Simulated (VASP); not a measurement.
Ga, 4 atoms in the cell. Symmetry: P6_3/mmc, No. 194, hexagonal system. The conventional cell has a = 2.969 Å, b = 2.969 Å, c = 9.941 Å, α = 90.00°, β = 90.00°, γ = 120.00°. Within 3.9 Å of Ga (site symmetry -3m) lie 12 Ga at 2.97 to 3.02 Å. Within 3.9 Å of Ga (site symmetry -6m2) lie 12 Ga at 2.97 to 3.02 Å. This isn't the form of Ga at room conditions, which is orthorhombic.

```yaml
Program: VASP 6.6.1
Task: single point
Functional: PBE
Potentials_or_basis: VASP PAW PBE potentials, release 64 (Ga_d)
Cutoff: 520 eV
k_mesh: 18 × 18 × 6
Occupations: gaussian, width 0.1 eV
Spin: no spin polarisation
Dipole_correction: no
Further_INCAR_settings: ALGO = Fast; EDIFF = 1e-06; NBANDS = 34
```

Potentials or basis: VASP PAW PBE potentials, release 64 (Ga_d).

Command:

```bash
$ cat potpaw_PBE.64/Ga_d/POTCAR > POTCAR
$ mpirun -np 1 vasp_std > vasp.out
```

Hardware: 1 thread of AMD EPYC 9R45 96-Core Processor (Zen 5) (shared host).

Task: Estimate the wall time of this run.

Result: Run time: 4 min on 1 thread of AMD EPYC 9R45 96-Core Processor (Zen 5) (shared host), peak memory 0.37 GiB. Counts: scf iterations 13, k points 148.
